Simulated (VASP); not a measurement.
# Ti (P-1) in VASP: single point with PBE

Aim: the single point of Ti with PBE.

Program: VASP 6.6.1. These are calculated values, not measurements. Logs are shortened: lines on timing, memory, paths and dates and some standing lists are left out, and cuts for length are marked.

## 1. The cell of the first run

The typed cell holds 2 atoms: a = 2.962 Å, b = 2.907 Å, c = 4.632 Å, α = 87.85°, β = 87.78°, γ = 118.33°.

## 2. Single point, PBE (atoms moved at random and the cell strained at random)

INCAR reads:

```
  PREC = Accurate
  ENCUT = 520
  EDIFF = 1E-6
  ISMEAR = 0
  SIGMA = 0.15
  LREAL = False
  LASPH = True
  NELM = 80
  ALGO = Fast
  ISIF = 2
  LWAVE = False
  LCHARG = False
  GGA = PE
  NBANDS = 19
```

KPOINTS reads:

```
regular mesh
0
Gamma
  12 12 8
```

POSCAR reads:

```
Ti
1.0
    2.9609664392      0.0577802430      0.0560280207
   -1.4304440614      2.5302659589      0.0543647344
    0.0886743364      0.1505487677      4.6282873372
Ti
2
Direct
    0.3395597582      0.6684567860      0.2534676909
    0.6604402418      0.3315432140      0.7465323091
```

Potentials or basis: VASP PAW PBE potentials, release 64 (Ti_sv).

On the command line:

```bash
cat potpaw_PBE.64/Ti_sv/POTCAR > POTCAR
mpirun -np 1 vasp_std > vasp.out
```

OUTCAR:

```text
PREC = Accurate
   ENCUT = 520
   EDIFF = 1E-6
   ISMEAR = 0
   LREAL = False
   LASPH = True
   NELM = 80
   ISIF = 2
   GGA = PE

 ion  position               nearest neighbor table
   1  0.340  0.668  0.253-   2 2.80   2 2.81   2 2.82   2 2.87
   2  0.660  0.332  0.747-   1 2.80   1 2.81   1 2.82   1 2.87

  LATTYP: Found a triclinic cell.
 ALAT       =     3.0087652704
 B/A-ratio  =     0.9662183705
 C/A-ratio  =     1.5393637371
 COS(alpha) =     0.0375577963
 COS(beta)  =     0.0743630155
 COS(gamma) =     0.4990502587

  Lattice vectors:

 A1 = (   1.5305223778,   2.5880462019,   0.1103927551)
 A2 = (  -1.4304440614,   2.5302659589,   0.0543647344)
 A3 = (   0.0886743364,   0.1505487677,   4.6282873372)

Analysis of symmetry for initial positions (statically):
=====================================================================
 Subroutine PRICEL returns:
 Original cell was already a primitive cell.

 Routine SETGRP: Setting up the symmetry group for a
 triclinic supercell.

 Subroutine GETGRP returns: Found  2 space group operations
 (whereof  2 operations were pure point group operations)
 out of a pool of  2 trial point group operations.

The static configuration has the point symmetry S_2 .

Analysis of symmetry for dynamics (positions and initial velocities):
=====================================================================
 Subroutine PRICEL returns:
 Original cell was already a primitive cell.

 Routine SETGRP: Setting up the symmetry group for a
 triclinic supercell.

 Subroutine GETGRP returns: Found  2 space group operations
 (whereof  2 operations were pure point group operations)
 out of a pool of  2 trial point group operations.

The dynamic configuration has the point symmetry S_2 .

 Subroutine INISYM returns: Found  2 space group operations
 (whereof  2 operations are pure point group operations),
 and found     1 'primitive' translations

----------------------------------------------------------------------------------------

                                     Primitive cell

  volume of cell :      35.0092

  direct lattice vectors                    reciprocal lattice vectors
     2.960966439  0.057780243  0.056028021     0.334272309  0.189245192 -0.012560155
    -1.430444061  2.530265959  0.054364734    -0.007397726  0.391303622 -0.012586576
     0.088674336  0.150548768  4.628287337    -0.003959659 -0.006887245  0.216362536

  length of vectors
     2.962060085  2.907124277  4.631584151     0.384329906  0.391575883  0.216508337

  position of ions in fractional coordinates (direct lattice)
     0.339559758  0.668456786  0.253467691
     0.660440242  0.331543214  0.746532309

  ion indices of the primitive-cell ions
   primitive index   ion index
                 1           1
                 2           2

----------------------------------------------------------------------------------------

 KPOINTS: regular mesh

Automatic generation of k-mesh.
 Grid dimensions read from file:
 generate k-points for:   12   12    8

 Generating k-lattice:

  Cartesian coordinates                     Fractional coordinates (reciprocal lattice)
     0.027856026  0.015770433 -0.001046680     0.083333333 -0.000000000  0.000000000
    -0.000616477  0.032608635 -0.001048881    -0.000000000  0.083333333  0.000000000
    -0.000494957 -0.000860906  0.027045317     0.000000000  0.000000000  0.125000000

  Length of vectors
     0.032027492  0.032631324  0.027063542

  Shift w.r.t. Gamma in fractional coordinates (k-lattice)
     0.000000000  0.000000000  0.000000000

 Subroutine IBZKPT returns following result:
 ===========================================

 Found    580 irreducible k-points:

 Following reciprocal coordinates:
            Coordinates               Weight
  0.000000  0.000000  0.000000      1.000000
  0.083333  0.000000 -0.000000      2.000000
  0.166667  0.000000 -0.000000      2.000000
  0.250000  0.000000  0.000000      2.000000
  0.333333  0.000000  0.000000      2.000000
  0.416667 -0.000000 -0.000000      2.000000
[... 16 lines left out ...]
  0.250000  0.166667 -0.000000      2.000000
  0.333333  0.166667 -0.000000      2.000000
 [... further k-points ...]
   k-points           NKPTS =    580   k-points in BZ     NKDIM =    580   number of bands    NBANDS=     19
   number of dos      NEDOS =    301   number of ions     NIONS =      2
   total plane-waves  NPLWV =  20736
   dimension x,y,z NGX =    24 NGY =   24 NGZ =   36
   dimension x,y,z NGXF=    48 NGYF=   48 NGZF=   72
   ions per type =               2
   NGX,Y,Z   is equivalent  to a cutoff of  13.47, 13.72, 12.92 a.u.
   NGXF,Y,Z  is equivalent  to a cutoff of  26.94, 27.45, 25.84 a.u.
 SYSTEM =  unknown system
   PREC   = accura    normal or accurate (medium, high low for compatibility)
   ISTART =      0    job   : 0-new  1-cont  2-samecut
   ICHARG =      2    charge: 1-file 2-atom 10-const
   ISPIN  =      1    spin polarized calculation?
   LNONCOLLINEAR =      F non collinear calculations
   LSORBIT =      F    spin-orbit coupling
   LASPH  =      T    aspherical Exc in radial PAW
   ENCUT  =  520.0 eV  38.22 Ry    6.18 a.u.   5.51  5.41  8.61*2*pi/ulx,y,z
   NELM   =     80;   NELMIN=  2; NELMDL= -5     # of ELM steps
   EDIFF  = 0.1E-05   stopping-criterion for ELM
   LREAL  =      F    real-space projection
   EDIFFG = 0.1E-04   stopping-criterion for IOM
   NSW    =      0    number of steps for IOM
   IBRION =     -1    ionic relax: 0-MD 1-quasi-New 2-CG
   NFREE  =      0    steps in history (QN), initial steepest desc. (CG)
   ISIF   =      2    stress and relaxation
   ISYM   =      2    0-nonsym 1-usesym 2-fastsym
   POTIM  = 0.5000    time-step for ionic-motion
   TEBEG  =    0.0;   TEEND  =   0.0 temperature during run
   PSTRESS=    0.0 pullay stress
   NELECT =      24.0000    total number of electrons
   NUPDOWN=      -1.0000    fix difference up-down
   EMIN   =  10.00;   EMAX   =-10.00  energy-range for DOS
   EFERMI =   0.00;   METHOD = LEGACY
   ISMEAR =     0;   SIGMA  =   0.15  broadening in eV -4-tet -1-fermi 0-gaus
   EFERMI_NEDOS =   21; number of points for ismear=-14 and -15
   IALGO  =     68    algorithm
   IMIX   =      4    mixing-type and parameters
     AMIX     =   0.40;   BMIX     =  1.00
     AMIX_MAG =   1.60;   BMIX_MAG =  1.00
  volume/ion in A,a.u.               =      17.50       118.13
  Fermi-wavevector in a.u.,A,eV,Ry     =   1.443503  2.727826 28.350481  2.083702
  Thomas-Fermi vector in A             =   2.561904
   LORBIT       =      0    0 simple, 1 ext, 2 COOP (PROOUT), +10 PAW based schemes
   GGA     = PE    functional components
   LHFCALC =     F    Hartree Fock is set to
   AEXX    =    0.0000 exact exchange contribution
   IVDW    =     0    specifies the selected vdW correction
   LEPSILON=     F    determine dielectric tensor
   LRPA    =     F    only Hartree local field effects (RPA)
 non-spin polarized calculation
 RMM-DIIS sequential band-by-band and
 Gauss-broadening in eV      SIGMA  =   0.15
  energy-cutoff  :      520.00
  volume of cell :       35.01
 maximum number of plane-waves:       969
 NGX is ok and might be reduce to    24
   NGX = 11   NGY = 11   NGZ = 17

 number of electron      23.9999999 magnetization

 Free energy of the ion-electron system (eV)
  ---------------------------------------------------
  ext. energy  EPLUGINS =         0.00000000
  ---------------------------------------------------
  free energy    TOTEN  =       -15.64435414 eV

  energy without entropy =      -15.61889990  energy(sigma->0) =      -15.63162702

 E-fermi :   8.2238     XC(G=0): -11.4574

 val. band max:        8.2216345916   @ k =   0.2500   0.5000   0.5000
 cond. band min:       8.2294960174   @ k =   0.3333   0.3333   0.2500
 fundamental gap:      0.0078614258
 Fermi energy:         8.2237543526

 k-point     1 :       0.0000    0.0000    0.0000
  band No.  band energies     occupation
      1     -48.6176      2.00000
      2     -48.4736      2.00000
      3     -25.2107      2.00000
      4     -24.5886      2.00000
      5     -24.5692      2.00000
      6     -24.5144      2.00000
[... 11 lines left out ...]
     18       9.9491      0.00000
     19      11.2369      0.00000

 k-point     2 :       0.0833    0.0000   -0.0000
  band No.  band energies     occupation
      1     -48.6116      2.00000
      2     -48.4717      2.00000
      3     -25.1967      2.00000
      4     -24.6164      2.00000
      5     -24.5778      2.00000
      6     -24.5338      2.00000
[... 11 lines left out ...]
     18       9.9374      0.00000
     19      11.5060      0.00000

 k-point     3 :       0.1667    0.0000   -0.0000
  band No.  band energies     occupation
      1     -48.5949      2.00000
      2     -48.4670      2.00000
      3     -25.1569      2.00000
      4     -24.6926      2.00000
      5     -24.6010      2.00000
      6     -24.5996      2.00000
[... 11 lines left out ...]
     18      10.1480      0.00000
     19      11.6124      0.00000

 k-point     4 :       0.2500    0.0000    0.0000
  band No.  band energies     occupation
      1     -48.5710      2.00000
      2     -48.4617      2.00000
      3     -25.0980      2.00000
      4     -24.7972      2.00000
      5     -24.6960      2.00000
      6     -24.6296      2.00000
[... 407 lines left out ...]
     18      10.9846      0.00000
     19      11.6706      0.00000

 k-point    23 :       0.2500    0.1667   -0.0000
  band No.  band energies     occupation
      1     -48.5327      2.00000
      2     -48.4569      2.00000
      3     -24.9940      2.00000
      4     -24.8777      2.00000
      5     -24.8149      2.00000
      6     -24.6971      2.00000
[... 11 lines left out ...]
     18      11.6026      0.00000
     19      11.7010      0.00000

 k-point    24 :       0.3333    0.1667   -0.0000
  band No.  band energies     occupation
      1     -48.5119      2.00000
      2     -48.4580      2.00000
      3     -24.9525      2.00000
      4     -24.9367      2.00000
      5     -24.8310      2.00000
      6     -24.7387      2.00000
[... 11 lines left out ...]
     18      11.7241      0.00000
     19      12.2534      0.00000

 [... further k-points ...]

------------------------ aborting loop because EDIFF is reached ----------------------------------------

  FORCE on cell =-STRESS in cart. coord.  units (eV):
  Direction    XX          YY          ZZ          XY          YZ          ZX
  --------------------------------------------------------------------------------------
  -------------------------------------------------------------------------------------
  Total       -0.4164707     -0.2742484     -0.0324687     -0.5129593     -0.5143392     -0.2568772
  in kB      -19.0595472    -12.5508243     -1.4859140    -23.4752953    -23.5384455    -11.7558399
  external PRESSURE =     -11.0320952 kB  Pullay stress =       0.0000000 kB

 VOLUME and BASIS-vectors are now :
 -----------------------------------------------------------------------------
  energy-cutoff  :      520.00
  volume of cell :       35.01
      direct lattice vectors                 reciprocal lattice vectors
     2.960966439  0.057780243  0.056028021     0.334272309  0.189245192 -0.012560155
    -1.430444061  2.530265959  0.054364734    -0.007397726  0.391303622 -0.012586576
     0.088674336  0.150548768  4.628287337    -0.003959659 -0.006887245  0.216362536

 POSITION                                       TOTAL-FORCE (eV/Angst)
 -----------------------------------------------------------------------------------
      0.07171      1.74915      1.22849        -0.135184      0.000993     -0.074188
      1.54749      0.98944      3.51019         0.135184     -0.000993      0.074188
 -----------------------------------------------------------------------------------
    total drift:                               -0.000000      0.000000      0.000000

  FREE ENERGIE OF THE ION-ELECTRON SYSTEM (eV)
  ---------------------------------------------------
  free  energy   TOTEN  =       -15.6443541371 eV

  energy  without entropy=      -15.6188998962  energy(sigma->0) =      -15.63162702
```

It took 14 min on 1 thread of Intel Xeon Platinum 8375C at 2.90GHz (Ice Lake), shared host; peak memory 0.41 GiB.

Results:

* Free energy: -15.6444 eV
* Pressure: -1.1 GPa
* Largest force: 0.154 eV/Å
* Band gap on the k mesh: zero (bands 12 and 13 overlap by 1.23 eV)

Forces in eV/Å, atoms in the order of the input:
```
Ti  -0.135  0.001 -0.074
Ti   0.135 -0.001  0.074
```

Caveat: the cell differs from its parent crystal (atoms moved at random and the cell strained at random).
